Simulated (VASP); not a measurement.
# InSe (C2/m) in VASP: further runs

The runs below take InSe through single point, with PBE+D3(BJ).

Everything below comes from runs of VASP 6.6.1. Logs are shortened: lines on timing, memory, paths and dates and some standing lists are left out, and cuts for length are marked.

### 1 The cell of the first run

Symmetry: C2/m, No. 12, monoclinic system. The conventional cell has a = 11.880 Å, b = 4.137 Å, c = 4.512 Å, α = 90.00°, β = 110.78°, γ = 90.00°. Within 3.5 Å of In (site symmetry m) lie 3 Se at 2.69 to 2.72 Å and 1 In at 2.80 Å. Within 3.5 Å of Se (site symmetry m) lie 3 In at 2.69 to 2.72 Å and 1 Se at 3.41 Å.

### 2 Single point, PBE+D3(BJ)

INCAR

```
  ALGO = Normal
  EDIFF = 1E-7
  ENCUT = 520
  GGA = PE
  ISIF = 2
  ISMEAR = 0
  IVDW = 12
  LASPH = T
  LCHARG = T
  LELF = T
  LREAL = F
  LVHAR = T
  LWAVE = F
  NBANDS = 27
  NELM = 100
  PREC = Accurate
  SIGMA = 0.02
```

KPOINTS

```
k-points
0
Gamma
  10 10 8
```

POSCAR

```
InSe
1.0
    5.9393142910     -2.0685874094      0.1019221265
    5.9393142910      2.0685874094      0.1019221265
   -1.6731649841      0.0000000000      4.1900058284
In Se
2 2
Direct
    0.1149128947      0.1149128947      0.9785833192
    0.8850871053      0.8850871053      0.0214166808
    0.3467579472      0.3467579472      0.3660732978
    0.6532420528      0.6532420528      0.6339267022
```

Potentials or basis: VASP PAW PBE potentials, release 64 (In_d, Se).

Started as:

```sh
cat potpaw_PBE.64/In_d/POTCAR potpaw_PBE.64/Se/POTCAR > POTCAR
mpirun -np 1 vasp_std > vasp.out
```

OUTCAR:

```text
EDIFF = 1E-7
   ENCUT = 520
   GGA = PE
   ISIF = 2
   ISMEAR = 0
   IVDW = 12
   LASPH = T
   LREAL = F
   NELM = 100
   PREC = Accurate
 IVDW          = 12

 ion  position               nearest neighbor table
   1  0.115  0.115  0.979-   3 2.69   4 2.72   4 2.72   2 2.80   2 3.77   2 3.77
   2  0.885  0.885  0.021-   4 2.69   3 2.72   3 2.72   1 2.80   1 3.77   1 3.77
   3  0.347  0.347  0.366-   1 2.69   2 2.72   2 2.72
   4  0.653  0.653  0.634-   2 2.69   1 2.72   1 2.72

  LATTYP: Found a base centered monoclinic cell.
 ALAT       =    11.8803774969
 B/A-ratio  =     0.3482359731
 C/A-ratio  =     0.3797624606
 COS(beta)  =    -0.3548593006

  Lattice vectors:

 A1 = (   5.9393142910,  -2.0685874094,   0.1019221265)
 A2 = (   5.9393142910,   2.0685874094,   0.1019221265)
 A3 = (  -1.6731649841,   0.0000000000,   4.1900058284)

Analysis of symmetry for initial positions (statically):
=====================================================================
 Subroutine PRICEL returns:
 Original cell was already a primitive cell.

 Routine SETGRP: Setting up the symmetry group for a
 base centered monoclinic supercell.

 Subroutine GETGRP returns: Found  4 space group operations
 (whereof  4 operations were pure point group operations)
 out of a pool of  4 trial point group operations.

The static configuration has the point symmetry C_2h.

Analysis of symmetry for dynamics (positions and initial velocities):
=====================================================================
 Subroutine PRICEL returns:
 Original cell was already a primitive cell.

 Routine SETGRP: Setting up the symmetry group for a
 base centered monoclinic supercell.

 Subroutine GETGRP returns: Found  4 space group operations
 (whereof  4 operations were pure point group operations)
 out of a pool of  4 trial point group operations.

The dynamic configuration has the point symmetry C_2h.

 Subroutine INISYM returns: Found  4 space group operations
 (whereof  4 operations are pure point group operations),
 and found     1 'primitive' translations

----------------------------------------------------------------------------------------

                                     Primitive cell

  volume of cell :     103.6623

  direct lattice vectors                    reciprocal lattice vectors
     5.939314291 -2.068587409  0.101922127     0.083611843 -0.241710840  0.033388118
     5.939314291  2.068587409  0.101922127     0.083611843  0.241710840  0.033388118
    -1.673164984  0.000000000  4.190005828    -0.004067726  0.000000000  0.237038817

  length of vectors
     6.290063294  6.290063294  4.511721391     0.257933784  0.257933784  0.237073717

  position of ions in fractional coordinates (direct lattice)
     0.114912895  0.114912895  0.978583319
     0.885087105  0.885087105  0.021416681
     0.346757947  0.346757947  0.366073298
     0.653242053  0.653242053  0.633926702

  ion indices of the primitive-cell ions
   primitive index   ion index
                 1           1
                 2           2
                 3           3
                 4           4

----------------------------------------------------------------------------------------

 KPOINTS: k-points

Automatic generation of k-mesh.
 Grid dimensions read from file:
 generate k-points for:   10   10    8

 Generating k-lattice:

  Cartesian coordinates                     Fractional coordinates (reciprocal lattice)
     0.008361184 -0.024171084  0.003338812     0.100000000  0.000000000 -0.000000000
     0.008361184  0.024171084  0.003338812     0.000000000  0.100000000 -0.000000000
    -0.000508466  0.000000000  0.029629852     0.000000000  0.000000000  0.125000000

  Length of vectors
     0.025793378  0.025793378  0.029634215

  Shift w.r.t. Gamma in fractional coordinates (k-lattice)
     0.000000000  0.000000000  0.000000000

 Subroutine IBZKPT returns following result:
 ===========================================

 Found    227 irreducible k-points:

 Following reciprocal coordinates:
            Coordinates               Weight
  0.000000  0.000000  0.000000      1.000000
  0.100000 -0.000000  0.000000      4.000000
  0.200000 -0.000000  0.000000      4.000000
  0.300000 -0.000000  0.000000      4.000000
  0.400000  0.000000  0.000000      4.000000
  0.500000 -0.000000  0.000000      2.000000
[... 16 lines left out ...]
  0.300000  0.300000  0.000000      2.000000
  0.400000  0.300000 -0.000000      4.000000
 [... further k-points ...]
   k-points           NKPTS =    227   k-points in BZ     NKDIM =    227   number of bands    NBANDS=     27
   number of dos      NEDOS =    301   number of ions     NIONS =      4
   total plane-waves  NPLWV =  82944
   dimension x,y,z NGX =    48 NGY =   48 NGZ =   36
   dimension x,y,z NGXF=    96 NGYF=   96 NGZF=   72
   ions per type =               2   2
   NGX,Y,Z   is equivalent  to a cutoff of  12.69, 12.69, 13.27 a.u.
   NGXF,Y,Z  is equivalent  to a cutoff of  25.37, 25.37, 26.53 a.u.
 SYSTEM =  unknown system
   PREC   = accura    normal or accurate (medium, high low for compatibility)
   ISTART =      0    job   : 0-new  1-cont  2-samecut
   ICHARG =      2    charge: 1-file 2-atom 10-const
   ISPIN  =      1    spin polarized calculation?
   LNONCOLLINEAR =      F non collinear calculations
   LSORBIT =      F    spin-orbit coupling
   LASPH  =      T    aspherical Exc in radial PAW
   ENCUT  =  520.0 eV  38.22 Ry    6.18 a.u.  11.70 11.70  8.39*2*pi/ulx,y,z
   NELM   =    100;   NELMIN=  2; NELMDL= -5     # of ELM steps
   EDIFF  = 0.1E-06   stopping-criterion for ELM
   LREAL  =      F    real-space projection
   EDIFFG = 0.1E-05   stopping-criterion for IOM
   NSW    =      0    number of steps for IOM
   IBRION =     -1    ionic relax: 0-MD 1-quasi-New 2-CG
   NFREE  =      0    steps in history (QN), initial steepest desc. (CG)
   ISIF   =      2    stress and relaxation
   ISYM   =      2    0-nonsym 1-usesym 2-fastsym
   POTIM  = 0.5000    time-step for ionic-motion
   TEBEG  =    0.0;   TEEND  =   0.0 temperature during run
   PSTRESS=    0.0 pullay stress
   NELECT =      38.0000    total number of electrons
   NUPDOWN=      -1.0000    fix difference up-down
   EMIN   =  10.00;   EMAX   =-10.00  energy-range for DOS
   EFERMI =   0.00;   METHOD = LEGACY
   ISMEAR =     0;   SIGMA  =   0.02  broadening in eV -4-tet -1-fermi 0-gaus
   EFERMI_NEDOS =   21; number of points for ismear=-14 and -15
   IALGO  =     38    algorithm
   IMIX   =      4    mixing-type and parameters
     AMIX     =   0.40;   BMIX     =  1.00
     AMIX_MAG =   1.60;   BMIX_MAG =  1.00
  volume/ion in A,a.u.               =      25.92       174.89
  Fermi-wavevector in a.u.,A,eV,Ry     =   1.171644  2.214087 18.677403  1.372750
  Thomas-Fermi vector in A             =   2.308085
   LORBIT       =      0    0 simple, 1 ext, 2 COOP (PROOUT), +10 PAW based schemes
   GGA     = PE    functional components
   LHFCALC =     F    Hartree Fock is set to
   AEXX    =    0.0000 exact exchange contribution
   IVDW    =    12    specifies the selected vdW correction
   LEPSILON=     F    determine dielectric tensor
   LRPA    =     F    only Hartree local field effects (RPA)
 non-spin polarized calculation
 Gauss-broadening in eV      SIGMA  =   0.02
  energy-cutoff  :      520.00
  volume of cell :      103.66
 maximum number of plane-waves:      2823
   NGX = 23   NGY = 23   NGZ = 17

 number of electron      37.9999991 magnetization

 Free energy of the ion-electron system (eV)
  ---------------------------------------------------
  ext. energy  EPLUGINS =         0.00000000
  ---------------------------------------------------
  free energy    TOTEN  =       -13.98802303 eV

  energy without entropy =      -13.98802303  energy(sigma->0) =      -13.98802303

 E-fermi :   5.1684     XC(G=0):  -9.6265

 val. band max:        5.0493493393   @ k =  -0.2000  -0.2000   0.3750
 cond. band min:       5.6428052217   @ k =   0.4000   0.4000   0.0000
 fundamental gap:      0.5934558824
 Fermi energy:         5.1684150228

 k-point     1 :       0.0000    0.0000    0.0000
  band No.  band energies     occupation
      1      -9.6276      2.00000
      2      -9.5495      2.00000
      3      -9.3278      2.00000
      4      -9.3206      2.00000
      5      -9.2879      2.00000
      6      -9.2842      2.00000
[... 19 lines left out ...]
     26      12.0537      0.00000
     27      13.8464      0.00000

 k-point     2 :       0.1000   -0.0000    0.0000
  band No.  band energies     occupation
      1      -9.6251      2.00000
      2      -9.5459      2.00000
      3      -9.3585      2.00000
      4      -9.3133      2.00000
      5      -9.2973      2.00000
      6      -9.2758      2.00000
[... 19 lines left out ...]
     26      12.0935      0.00000
     27      13.7512      0.00000

 k-point     3 :       0.2000   -0.0000    0.0000
  band No.  band energies     occupation
      1      -9.6183      2.00000
      2      -9.5395      2.00000
      3      -9.4101      2.00000
      4      -9.3166      2.00000
      5      -9.3009      2.00000
      6      -9.2673      2.00000
[... 19 lines left out ...]
     26      11.8860      0.00000
     27      13.1148      0.00000

 k-point     4 :       0.3000   -0.0000    0.0000
  band No.  band energies     occupation
      1      -9.6095      2.00000
      2      -9.5454      2.00000
      3      -9.4396      2.00000
      4      -9.3399      2.00000
      5      -9.2889      2.00000
      6      -9.2798      2.00000
[... 19 lines left out ...]
     26      12.3975      0.00000
     27      12.9171      0.00000
[... 516 lines left out ...]
      4      -9.3338      2.00000
      5      -9.2922      2.00000
      6      -9.2757      2.00000
[... 19 lines left out ...]
     26      12.8944      0.00000
     27      12.9607      0.00000

 k-point    23 :       0.3000    0.3000    0.0000
  band No.  band energies     occupation
      1      -9.6540      2.00000
      2      -9.4727      2.00000
      3      -9.3759      2.00000
      4      -9.3264      2.00000
      5      -9.2959      2.00000
      6      -9.2846      2.00000
[... 19 lines left out ...]
     26      11.9777      0.00000
     27      12.9728      0.00000

 k-point    24 :       0.4000    0.3000   -0.0000
  band No.  band energies     occupation
      1      -9.6560      2.00000
      2      -9.4539      2.00000
      3      -9.3836      2.00000
      4      -9.3352      2.00000
      5      -9.3128      2.00000
      6      -9.2742      2.00000
[... 19 lines left out ...]
     26      11.6258      0.00000
     27      12.3878      0.00000

 [... further k-points ...]

------------------------ aborting loop because EDIFF is reached ----------------------------------------

 Edisp (eV)   -1.37326

 E8    (eV) :    -0.6320

  FORCE on cell =-STRESS in cart. coord.  units (eV):
  Direction    XX          YY          ZZ          XY          YZ          ZX
  --------------------------------------------------------------------------------------
  -------------------------------------------------------------------------------------
  Total       0.01972     0.02242     0.01010     0.00000     0.00000     0.00220
  in kB       0.30485     0.34654     0.15618     0.00000     0.00000     0.03407
  external pressure =        0.27 kB  Pullay stress =        0.00 kB

 VOLUME and BASIS-vectors are now :
 -----------------------------------------------------------------------------
  energy-cutoff  :      520.00
  volume of cell :      103.66
      direct lattice vectors                 reciprocal lattice vectors
     5.939314291 -2.068587409  0.101922127     0.083611843 -0.241710840  0.033388118
     5.939314291  2.068587409  0.101922127     0.083611843  0.241710840  0.033388118
    -1.673164984  0.000000000  4.190005828    -0.004067726  0.000000000  0.237038817

 POSITION                                       TOTAL-FORCE (eV/Angst)
 -----------------------------------------------------------------------------------
     -0.27232      0.00000      4.12369        -0.011905      0.000000      0.002752
     10.47779      0.00000      0.27016         0.011905      0.000000     -0.002752
      3.50651      0.00000      1.60453        -0.001590      0.000000      0.008748
      6.69896      0.00000      2.78932         0.001590      0.000000     -0.008748
 -----------------------------------------------------------------------------------
    total drift:                               -0.000000      0.000000      0.000000

  FREE ENERGIE OF THE ION-ELECTRON SYSTEM (eV)
  ---------------------------------------------------
  free  energy   TOTEN  =       -15.3612782265 eV

  energy  without entropy=      -15.3612782265  energy(sigma->0) =      -15.36127823
```

It took 6 min on 1 thread of Intel Xeon 6975P-C (Granite Rapids), shared host; peak memory 0.69 GiB.

Results:

```
Free energy                : -15.3613 eV
Pressure                   : 0.0 GPa
Largest force              : 0.012 eV/Å
Band gap on the k mesh     : 0.59 eV, indirect (least direct gap 1.00 eV)
Dispersion energy per atom : -0.343 eV
```

Forces in eV/Å, atoms in the order of the input:
```
In  -0.012  0.000  0.003
In   0.012  0.000 -0.003
Se  -0.002  0.000  0.009
Se   0.002  0.000 -0.009
```

Levels at points of the mesh, in eV from the valence-band top:
| k point | band 15 | band 16 | band 17 | band 18 | band 19 | band 20 | band 21 | band 22 | band 23 | band 24 |
| --- | --- | --- | --- | --- | --- | --- | --- | --- | --- | --- |
| (0.00, 0.00, 0.00) | -3.71 | -2.63 | -2.41 | -1.88 | -1.58 | 2.45 | 3.52 | 4.03 | 4.98 | 5.16 |
| (0.50, 0.00, 0.00) | -2.46 | -2.06 | -1.63 | -1.55 | -1.03 | 1.60 | 2.41 | 3.18 | 3.40 | 4.34 |
| (0.50, 0.50, 0.00) | -2.88 | -2.56 | -1.26 | -0.97 | -0.49 | 0.86 | 2.54 | 2.83 | 4.59 | 5.87 |
| (0.00, 0.00, 0.50) | -2.01 | -1.87 | -1.78 | -1.28 | -0.24 | 0.84 | 2.40 | 3.31 | 3.33 | 5.36 |
| (0.50, 0.00, 0.50) | -4.01 | -3.45 | -2.77 | -2.50 | -1.99 | 1.89 | 3.13 | 4.32 | 4.34 | 6.92 |
| (0.50, 0.50, 0.50) | -2.60 | -1.61 | -1.61 | -1.32 | -0.36 | 1.95 | 2.96 | 2.99 | 3.75 | 4.81 |

Caveat: spin-orbit coupling is left out, which moves the levels of the heavy elements. A k mesh can miss the band edges.

### 3 Single point, PBE+D3(BJ)

INCAR

```
SYSTEM = InSe
ALGO = Normal ; EDIFF = 1E-6
ENCUT = 520 ; GGA = PE
ISIF = 2 ; ISMEAR = 0
IVDW = 12 ; LASPH = .True.
LCHARG = .False. ; LREAL = .False.
LWAVE = .False. ; NBANDS = 27
NELM = 100 ; PREC = Accurate
SIGMA = 0.01
```

KPOINTS

```
k-points
0
Gamma
  12 12 8
  0 0 0
```

POSCAR

```
InSe
1.0
    5.9394383788     -2.0683628101      0.1023108401
    5.9394383788      2.0683628101      0.1023108401
   -1.6729008259      0.0000000000      4.1885554462
In Se
2 2
Direct
    0.1149037405      0.1149037405      0.9785870804
    0.8850962595      0.8850962595      0.0214129196
    0.3467357530      0.3467357530      0.3661403469
    0.6532642470      0.6532642470      0.6338596531
```

Potentials or basis: VASP PAW PBE potentials, release 64 (In_d, Se).

Started as:

```sh
cat potpaw_PBE.64/In_d/POTCAR potpaw_PBE.64/Se/POTCAR > POTCAR
mpirun -np 1 vasp_std > vasp.out
```

It took 6.4 min on 1 thread of Intel Xeon 6975P-C (Granite Rapids), shared host; peak memory 0.87 GiB.

It converged, with:

| Quantity | Value |
| --- | --- |
| Free energy | -15.3613 eV |
| Pressure | 0.1 GPa |
| Largest force | 0.013 eV/Å |
| Band gap on the k mesh | 0.61 eV, indirect (least direct gap 1.03 eV) |
| Dispersion energy per atom | -0.343 eV |

Forces in eV/Å, atoms in the order of the input:
```
In  -0.013  0.000  0.003
In   0.013  0.000 -0.003
Se   0.000  0.000  0.010
Se   0.000  0.000 -0.010
```

Levels at points of the mesh, in eV from the valence-band top:
| k point | band 15 | band 16 | band 17 | band 18 | band 19 | band 20 | band 21 | band 22 | band 23 | band 24 |
| --- | --- | --- | --- | --- | --- | --- | --- | --- | --- | --- |
| (0.00, 0.00, 0.00) | -3.73 | -2.65 | -2.43 | -1.90 | -1.60 | 2.43 | 3.50 | 4.01 | 4.96 | 5.14 |
| (0.50, 0.00, 0.00) | -2.48 | -2.08 | -1.64 | -1.57 | -1.05 | 1.58 | 2.40 | 3.16 | 3.38 | 4.32 |
| (0.50, 0.50, 0.00) | -2.90 | -2.58 | -1.28 | -0.99 | -0.51 | 0.84 | 2.51 | 2.81 | 4.57 | 5.85 |
| (0.00, 0.00, 0.50) | -2.03 | -1.89 | -1.80 | -1.30 | -0.26 | 0.82 | 2.38 | 3.29 | 3.31 | 5.34 |
| (0.50, 0.00, 0.50) | -4.03 | -3.47 | -2.79 | -2.52 | -2.01 | 1.87 | 3.11 | 4.30 | 4.32 | 6.90 |
| (0.50, 0.50, 0.50) | -2.62 | -1.63 | -1.63 | -1.34 | -0.38 | 1.93 | 2.94 | 2.97 | 3.73 | 4.79 |

Caveat: spin-orbit coupling is left out, which moves the levels of the heavy elements.
